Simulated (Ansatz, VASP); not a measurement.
# One calculation of Pt, two programs

The input POSCAR:

```
Pt
1.0
   -1.6317466000      1.6317466000      1.6317466000
    1.6317466000     -1.6317466000      1.6317466000
    1.6317466000      1.6317466000     -1.6317466000
Pt
1
Direct
    0.0000000000      0.0000000000      0.0000000000
```

INCAR.step1

```
SYSTEM = Pt
PREC     = Accurate       ! precision mode
ENCUT    = 520            ! plane-wave cutoff, eV
ISMEAR   = 0              ! smearing method
SIGMA    = 0.15           ! smearing width, eV
LREAL    = .False.        ! projectors in reciprocal space
LASPH    = .True.         ! aspherical terms in the spheres
NELM     = 100            ! most SCF steps
NBANDS   = 11             ! bands
GGA      = PE             ! functional
ALGO     = Normal         ! electronic algorithm
EDIFF    = 1E-4           ! SCF threshold, eV
LWAVE    = .True.         ! write WAVECAR
LCHARG   = .False.        ! write CHGCAR
```

Contents of INCAR.step2:

```
SYSTEM = Pt
PREC     = Accurate       ! precision mode
ENCUT    = 520            ! plane-wave cutoff, eV
EDIFF    = 1E-7           ! SCF threshold, eV
ISMEAR   = 0              ! smearing method
SIGMA    = 0.15           ! smearing width, eV
LREAL    = .False.        ! projectors in reciprocal space
LASPH    = .True.         ! aspherical terms in the spheres
NELM     = 100            ! most SCF steps
ALGO     = Normal         ! electronic algorithm
ISIF     = 2              ! what is computed and relaxed
LWAVE    = .False.        ! write WAVECAR
LCHARG   = .True.         ! write CHGCAR
METAGGA  = R2SCAN         ! meta-GGA
LMIXTAU  = .True.       
LELF     = .True.         ! ELF
LVHAR    = .True.       
NBANDS   = 11             ! bands
ISTART   = 1
```

KPOINTS

```
regular mesh
0
Gamma
  22 22 22
  0 0 0
```

Input for Ansatz:

```yaml
crystal:
  lattice:
    - [-1.6317466, 1.6317466, 1.6317466]
    - [1.6317466, -1.6317466, 1.6317466]
    - [1.6317466, 1.6317466, -1.6317466]
  atoms:
    - { symbol: Pt, position: [0.0, 0.0, 0.0] }
basis:
  ecutwfc: 500
kpoints:
  mp_grid: { grid: [22, 22, 22] }
hamiltonian:
  xc: r2scan
scf:
  occupations: { method: gaussian, width: 0.15 }
output:
  forces: true
  stress: true
  eigenvalues: true
```

Change from the starting cell: strain +0.030 along x and y, +0.030 along z, atoms carried along.

Alike in both runs: task single point; functional r2SCAN; k mesh 22 × 22 × 22; occupations gaussian, width 0.15 eV; no spin polarisation.

|  | VASP | Ansatz |
| --- | --- | --- |
| version | VASP 6.6.1 | Ansatz 0.2.0 |
| potentials or method | VASP PAW PBE potentials, release 64 (Pt), cutoff 520 eV | scalar-relativistic, plane waves, PAW |
| valence electrons in the cell | 10 | 18 |

```csv
,VASP,Ansatz,Ansatz less VASP
gap on the k mesh at the Fermi level (eV),none,none,-
pressure (GPa),-21.6,-21.8,-0.27
```

VASP's potentials were made for PBE, not for r2SCAN. A gap of «none» marks a metal or a gap that the smearing closes. VASP's potentials hold 10 valence electrons a cell and Ansatz's 18, so a difference there can come from the potentials and not from the codes.

Neither program's run includes spin-orbit coupling.
